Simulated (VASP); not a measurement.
Write the native input for VASP 6.6.1 that does the following.

- Task: single point
- Functional: LDA
- Potentials or basis: VASP PAW LDA potentials, release 64 (Cr_pv)
- Cutoff: 500 eV
- k mesh: 16 × 16 × 16
- Occupations: gaussian, width 0.03 eV
- Spin: no spin polarisation
- Dipole correction: no
- Further INCAR settings: ALGO = Normal; EDIFF = 1e-06; NBANDS = 12

The structure of Cr lies in POSCAR:

```
Cr
1.0
   -1.3942485114      1.3942485114      1.3942485114
    1.3942485114     -1.3942485114      1.3942485114
    1.3942485114      1.3942485114     -1.3942485114
Cr
1
Direct
    0.0000000000      0.0000000000      0.0000000000
```

The input as run:

INCAR

```
PREC     = Accurate       # precision mode
ENCUT    = 500            # plane-wave cutoff, eV
EDIFF    = 1E-6           # SCF threshold, eV
ISMEAR   = 0              # smearing method
SIGMA    = 0.03           # smearing width, eV
LREAL    = F              # projectors in reciprocal space
LASPH    = T              # aspherical terms in the spheres
NELM     = 120            # most SCF steps
ALGO     = Normal         # electronic algorithm
ISIF     = 2              # what is computed and relaxed
LWAVE    = F              # write WAVECAR
LCHARG   = F              # write CHGCAR
GGA      = CA             # functional
NBANDS   = 12             # bands
GGA_COMPAT= F
```

KPOINTS

```
regular mesh
0
Gamma
  16 16 16
```

Potentials or basis: VASP PAW LDA potentials, release 64 (Cr_pv).

The run is started by

```sh
$ cat potpaw_LDA.64/Cr_pv/POTCAR > POTCAR
$ mpirun -np 1 vasp_std > vasp.out
```

It gave:

The pressure is 0.0 GPa and the band gap on the k mesh is zero (band 6 reaches 14.42 eV, above the bottom of band 7 at 10.72 eV).

Caveat: the run has no spin polarisation, though such a crystal can be magnetic.

Run time: 22 s on 1 thread of Intel Xeon 8259CL (shared host), peak memory 0.13 GiB.
